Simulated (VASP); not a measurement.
# Fe (Im-3m) in VASP: a series of runs, part 2 of 2

VASP 6.6.1. Earlier steps stand in the parts before.

## 4. Single point, BLYP+D4, collinear spin, ferromagnetic start

This run uses another cell than the first one, of 12.02 Å³/atom.

INCAR reads:

```
SYSTEM = Fe
PREC = Accurate
ENCUT = 520
EDIFF = 1E-6
ISMEAR = -1
SIGMA = 0.05
LREAL = .FALSE.
LASPH = .TRUE.
NELM = 150
ALGO = Normal
ISIF = 2
LWAVE = .FALSE.
LCHARG = .FALSE.
ISPIN = 2
MAGMOM = 3
LORBIT = 11
LMAXMIX = 4
GGA = B5
ALDAX = 1.0
AGGAX = 1.0
AGGAC = 1.0
ALDAC = 0.0
IVDW = 13
VDW_S6 = 1.0
VDW_S8 = 2.34076671
VDW_A1 = 0.44488865
VDW_A2 = 4.0933009
NBANDS = 14
```

KPOINTS reads:

```
regular mesh
0
G
  13 13 13
  0 0 0
```

POSCAR reads:

```
Fe
1.0
   -1.4430000000      1.4430000000      1.4430000000
    1.4430000000     -1.4430000000      1.4430000000
    1.4430000000      1.4430000000     -1.4430000000
Fe
1
Direct
    0.0000000000      0.0000000000      0.0000000000
```

Potentials or basis: VASP PAW PBE potentials, release 64 (Fe).

Command:

```sh
> cat potpaw_PBE.64/Fe/POTCAR > POTCAR
> mpirun -np 1 vasp_std > vasp.out
```

OUTCAR:

```text
SYSTEM = Fe
   PREC = Accurate
   ENCUT = 520
   EDIFF = 1E-6
   ISMEAR = -1
   LREAL = .FALSE.
   LASPH = .TRUE.
   NELM = 150
   ISIF = 2
   ISPIN = 2
   LORBIT = 11
   GGA = B5
   IVDW = 13

 ion  position               nearest neighbor table
   1  0.000  0.000  0.000-

  LATTYP: Found a body centered cubic cell.
 ALAT       =     2.8860000000

  Lattice vectors:

 A1 = (  -1.4430000000,   1.4430000000,   1.4430000000)
 A2 = (   1.4430000000,  -1.4430000000,   1.4430000000)
 A3 = (   1.4430000000,   1.4430000000,  -1.4430000000)

Analysis of symmetry for initial positions (statically):
=====================================================================
 Subroutine PRICEL returns:
 Original cell was already a primitive cell.

 Routine SETGRP: Setting up the symmetry group for a
 body centered cubic supercell.

 Subroutine GETGRP returns: Found 48 space group operations
 (whereof 48 operations were pure point group operations)
 out of a pool of 48 trial point group operations.

The static configuration has the point symmetry O_h .

Analysis of symmetry for dynamics (positions and initial velocities):
[... 605 lines left out ...]
     13      37.6873      0.00000
     14      37.6873      0.00000
[... 379 lines left out ...]
      3       4.7607      1.00000
      4       7.1743      0.00000
      5       7.4744      0.00000
      6       7.7554      0.00000
      7      19.4822      0.00000
      8      23.2713      0.00000
      9      24.9116      0.00000
     10      32.0961      0.00000
     11      36.1037      0.00000
     12      38.1807      0.00000
     13      40.0470      0.00000
     14      43.3552      0.00000

 [... further k-points ...]

------------------------ aborting loop because EDIFF is reached ----------------------------------------

  DFT-D4 for vdW energy calculation

  Edisp (eV):   -0.64004

  FORCE on cell =-STRESS in cart. coord.  units (eV):
  Direction    XX          YY          ZZ          XY          YZ          ZX
  --------------------------------------------------------------------------------------
  -------------------------------------------------------------------------------------
  Total      -0.80231    -0.80231    -0.80231    -0.00000     0.00000     0.00000
  in kB    -106.95384  -106.95384  -106.95384    -0.00000     0.00000     0.00000
  external pressure =     -106.95 kB  Pullay stress =        0.00 kB

 VOLUME and BASIS-vectors are now :
 -----------------------------------------------------------------------------
  energy-cutoff  :      520.00
  volume of cell :       12.02
      direct lattice vectors                 reciprocal lattice vectors
    -1.443000000  1.443000000  1.443000000     0.000000000  0.346500347  0.346500347
     1.443000000 -1.443000000  1.443000000     0.346500347  0.000000000  0.346500347
     1.443000000  1.443000000 -1.443000000     0.346500347  0.346500347  0.000000000

 POSITION                                       TOTAL-FORCE (eV/Angst)
 -----------------------------------------------------------------------------------
      0.00000      0.00000      0.00000         0.000000     -0.000000      0.000000
 -----------------------------------------------------------------------------------
    total drift:                                0.000000     -0.000000      0.000000

  FREE ENERGIE OF THE ION-ELECTRON SYSTEM (eV)
  ---------------------------------------------------
  free  energy   TOTEN  =        -7.8188633661 eV

  energy  without entropy=       -7.8083262672  energy(sigma->0) =       -7.81359482

 total charge

# of ion       s       p       d       tot
------------------------------------------
    1        0.465   0.474   6.264   7.203

 magnetization (x)

# of ion       s       p       d       tot
------------------------------------------
    1       -0.015  -0.051   2.290   2.224
```

Run time: 92 s. Hardware: 1 thread of AMD EPYC 7R13, shared host; peak memory 0.11 GiB.

What came out:

| Quantity | Value |
| --- | --- |
| Free energy | -7.8189 eV |
| Pressure | -10.7 GPa |
| Net moment | 2.22 μB per cell |
| Site moments | Fe +2.22 μB |
| Valence electrons inside the program's atomic spheres | Fe 7.20 |
| Dispersion energy per atom | -0.640 eV |

Caveat: the cell stands under tension; the PAW data sets were made with another functional, which shifts forces and pressure a little.

## 5. Single point, BLYP+D4, collinear spin, ferromagnetic start

This run uses another cell than the first one, of 12.26 Å³/atom.

INCAR reads:

```
SYSTEM = Fe
  PREC = Accurate
  ENCUT = 520
  EDIFF = 1E-7
  ISMEAR = -1
  SIGMA = 0.05
  LREAL = .False.
  LASPH = .True.
  NELM = 150
  ALGO = Normal
  ISIF = 2
  LWAVE = .False.
  LCHARG = .False.
  ISPIN = 2
  MAGMOM = 3
  LORBIT = 11
  LMAXMIX = 4
  GGA = B5
  ALDAX = 1.0
  AGGAX = 1.0
  AGGAC = 1.0
  ALDAC = 0.0
  IVDW = 13
  VDW_S6 = 1.0
  VDW_S8 = 2.34076671
  VDW_A1 = 0.44488865
  VDW_A2 = 4.0933009
  NBANDS = 14
```

KPOINTS reads:

```
regular mesh
0
Gamma
  13 13 13
  0 0 0
```

POSCAR reads:

```
Fe
1.0
   -1.4525565699      1.4525565699      1.4525565699
    1.4525565699     -1.4525565699      1.4525565699
    1.4525565699      1.4525565699     -1.4525565699
Fe
1
Direct
    0.0000000000      0.0000000000      0.0000000000
```

Potentials or basis: VASP PAW PBE potentials, release 64 (Fe).

Command:

```sh
> cat potpaw_PBE.64/Fe/POTCAR > POTCAR
> mpirun -np 1 vasp_std > vasp.out
```

OUTCAR:

```text
SYSTEM = Fe
   PREC = Accurate
   ENCUT = 520
   EDIFF = 1E-7
   ISMEAR = -1
   LREAL = .False.
   LASPH = .True.
   NELM = 150
   ISIF = 2
   ISPIN = 2
   LORBIT = 11
   GGA = B5
   IVDW = 13

 ion  position               nearest neighbor table
   1  0.000  0.000  0.000-

  LATTYP: Found a body centered cubic cell.
 ALAT       =     2.9051131398

  Lattice vectors:

 A1 = (  -1.4525565699,   1.4525565699,   1.4525565699)
 A2 = (   1.4525565699,  -1.4525565699,   1.4525565699)
 A3 = (   1.4525565699,   1.4525565699,  -1.4525565699)

Analysis of symmetry for initial positions (statically):
=====================================================================
 Subroutine PRICEL returns:
 Original cell was already a primitive cell.

 Routine SETGRP: Setting up the symmetry group for a
 body centered cubic supercell.

 Subroutine GETGRP returns: Found 48 space group operations
 (whereof 48 operations were pure point group operations)
 out of a pool of 48 trial point group operations.

The static configuration has the point symmetry O_h .

Analysis of symmetry for dynamics (positions and initial velocities):
=====================================================================
 Subroutine PRICEL returns:
 Original cell was already a primitive cell.

 Routine SETGRP: Setting up the symmetry group for a
 body centered cubic supercell.

 Subroutine GETGRP returns: Found 48 space group operations
 (whereof 48 operations were pure point group operations)
 out of a pool of 48 trial point group operations.

The dynamic configuration has the point symmetry O_h .

Analysis of structural, dynamic, and magnetic symmetry:
=====================================================================
 Subroutine PRICEL returns:
 Original cell was already a primitive cell.

 Routine SETGRP: Setting up the symmetry group for a
 body centered cubic supercell.

 Subroutine GETGRP returns: Found 48 space group operations
 (whereof 48 operations were pure point group operations)
 out of a pool of 48 trial point group operations.

The overall configuration has the point symmetry O_h .

 Subroutine INISYM returns: Found 48 space group operations
 (whereof 48 operations are pure point group operations),
[... 162 lines left out ...]
     11      34.7528      0.00000
     12      36.1370      0.00000
     13      36.1370      0.00000
     14      36.1370      0.00000
[... 379 lines left out ...]
      3       3.0596      1.00000
      4       4.4430      1.00000
      5       4.5767      1.00000
      6       5.6188      0.18694
      7      18.3678      0.00000
      8      22.4850      0.00000
      9      23.7688      0.00000
     10      31.5955      0.00000
     11      34.9673      0.00000
     12      37.3464      0.00000
     13      39.1608      0.00000
     14      42.2619      0.00000

 [... further k-points ...]

 spin component 2

 k-point     1 :       0.0000    0.0000    0.0000
  band No.  band energies     occupation
      1      -2.1261      1.00000
      2       5.3172      0.98966
      3       5.3173      0.98964
      4       5.3174      0.98963
      5       7.2133      0.00000
      6       7.2135      0.00000
      7      29.8790      0.00000
      8      29.8790      0.00000
      9      29.8790      0.00000
     10      34.9876      0.00000
     11      34.9876      0.00000
     12      37.1014      0.00000
     13      37.1014      0.00000
     14      37.1014      0.00000
[... 379 lines left out ...]
      3       4.6663      1.00000
      4       7.0270      0.00000
      5       7.3179      0.00000
      6       7.5977      0.00000
      7      19.1060      0.00000
      8      22.8880      0.00000
      9      24.4271      0.00000
     10      31.6495      0.00000
     11      35.5206      0.00000
     12      37.6170      0.00000
     13      39.4592      0.00000
     14      42.7094      0.00000

 [... further k-points ...]

------------------------ aborting loop because EDIFF is reached ----------------------------------------

  DFT-D4 for vdW energy calculation

  Edisp (eV):   -0.62735

  FORCE on cell =-STRESS in cart. coord.  units (eV):
  Direction    XX          YY          ZZ          XY          YZ          ZX
  --------------------------------------------------------------------------------------
  -------------------------------------------------------------------------------------
  Total      -0.96697    -0.96697    -0.96697    -0.00000     0.00000     0.00000
  in kB    -126.37578  -126.37578  -126.37578    -0.00000     0.00000     0.00000
  external pressure =     -126.38 kB  Pullay stress =        0.00 kB

 VOLUME and BASIS-vectors are now :
 -----------------------------------------------------------------------------
  energy-cutoff  :      520.00
  volume of cell :       12.26
      direct lattice vectors                 reciprocal lattice vectors
    -1.452556570  1.452556570  1.452556570     0.000000000  0.344220673  0.344220673
     1.452556570 -1.452556570  1.452556570     0.344220673  0.000000000  0.344220673
     1.452556570  1.452556570 -1.452556570     0.344220673  0.344220673  0.000000000

 POSITION                                       TOTAL-FORCE (eV/Angst)
 -----------------------------------------------------------------------------------
      0.00000      0.00000      0.00000        -0.000000     -0.000000     -0.000000
 -----------------------------------------------------------------------------------
    total drift:                                0.000000     -0.000000      0.000000

  FREE ENERGIE OF THE ION-ELECTRON SYSTEM (eV)
  ---------------------------------------------------
  free  energy   TOTEN  =        -7.8013131367 eV

  energy  without entropy=       -7.7905129329  energy(sigma->0) =       -7.79591303

 total charge

# of ion       s       p       d       tot
------------------------------------------
    1        0.458   0.457   6.254   7.169

 magnetization (x)

# of ion       s       p       d       tot
------------------------------------------
    1       -0.015  -0.049   2.358   2.294
```

Wall time 100 s (1 thread of AMD EPYC 7R13, shared host); peak memory 0.12 GiB.

Results:

```yaml
Free_energy: -7.8013 eV
Pressure: -12.6 GPa
Net_moment: 2.29 μB per cell
Site_moments: Fe +2.29 μB
Valence_electrons_inside_the_program's_atomic_spheres: Fe 7.17
Dispersion_energy_per_atom: -0.627 eV
```

Caveat: the cell stands under tension; the PAW data sets were made with another functional, which shifts forces and pressure a little.

## 6. Overview

```tsv
cell	gap on the mesh (eV)	pressure (GPa)	moment (μB)
a = 2.466 Å, angles 109.5°, 1 atom	none	-4.8	2.13
a = 2.483 Å, angles 109.5°, 1 atom	none	-8.2	2.17
a = 2.499 Å, angles 109.5°, 1 atom	none	-10.7	2.22
a = 2.516 Å, angles 109.5°, 1 atom	none	-12.6	2.29
```

Alike in all rows: task single point; level BLYP+D4; potentials or basis VASP PAW PBE potentials, release 64 (Fe); spin collinear, ferromagnetic start; k mesh 13 × 13 × 13; cutoff (eV) 520; smearing fermi-dirac 0.05 eV.

Caveats: the cell stands under tension; the PAW data sets were made with another functional, which shifts forces and pressure a little.

Absolute energies hang on the potentials; compare differences alone.
